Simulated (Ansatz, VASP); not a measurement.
**TiBMoC2 in VASP and in Ansatz**

The input INCAR:

```
SYSTEM = TiBMoC2
PREC = Accurate
ENCUT = 600
EDIFF = 1E-7
ISMEAR = 0
SIGMA = 0.1
LREAL = .False.
LASPH = .True.
NELM = 60
ALGO = Normal
ISIF = 3
LWAVE = .False.
LCHARG = .False.
GGA = PE
IBRION = 2
NSW = 100
EDIFFG = -0.01
```

File KPOINTS:

```
Automatic mesh
0
Gamma
  18 18 4
  0 0 0
```

File POSCAR:

```
TiBMoC2
1.0
    2.6102592672      0.0000000000      0.0000000000
   -1.3051296336      2.2605508359      0.0000000000
    0.0000000000      0.0000000000     10.0905021400
Ti B Mo C
1 1 1 2
Direct
    0.0000000000      0.0000000000      0.2221284211
    0.0000000000      0.0000000000      0.6947198299
    0.0000000000      0.0000000000      0.4786177678
    0.3333333333      0.6666666667      1.0297237206
    0.6666666667      0.3333333333      1.0297237206
```

Input for Ansatz:

```yaml
crystal:
  lattice:
    - [2.6102592672, 0.0, 0.0]
    - [-1.3051296336, 2.2605508359, 0.0]
    - [0.0, 0.0, 10.09050214]
  atoms:
    - { symbol: Ti, position: [0.0, 0.0, 0.2221284211] }
    - { symbol: B, position: [0.0, 0.0, 0.6947198299] }
    - { symbol: Mo, position: [0.0, 0.0, 0.4786177678] }
    - { symbol: C, position: [0.3333333333, 0.6666666667, 1.0297237206] }
    - { symbol: C, position: [0.6666666667, 0.3333333333, 1.0297237206] }
basis:
  ecutwfc: 420
kpoints:
  mp_grid: { grid: [18, 18, 4] }
hamiltonian:
  xc: pbe
scf:
  occupations: { method: gaussian, width: 0.1 }
output:
  forces: true
  stress: true
  eigenvalues: true
relax:
  adjacent_minimum: "off"
  f_tol: 0.01
  max_steps: 80
  cell: { stress_tol: 0.05 }
```

Alike in both runs: task relaxation of cell and atoms; functional PBE; k mesh 18 × 18 × 4; occupations gaussian, width 0.1 eV; no spin polarisation.

```csv
,VASP,Ansatz
version,VASP 6.6.1,Ansatz 0.2.0
potentials or method,"VASP PAW PBE potentials, release 64 (Ti_sv, B, Mo_sv, C), cutoff 600 eV","scalar-relativistic, plane waves, PAW"
valence electrons in the cell,37,37
```

```csv
,VASP,Ansatz,Ansatz less VASP
"gap on the k mesh at the Fermi level, each at its own relaxed structure (eV)",none,none,-
relaxed volume (Å³/atom),11.93,11.97,+0.047
relaxed length of the cell vector where the two differ most in proportion (Å),10.097,10.139,+0.0423
```

A gap of «none» marks a metal or a gap that the smearing closes.
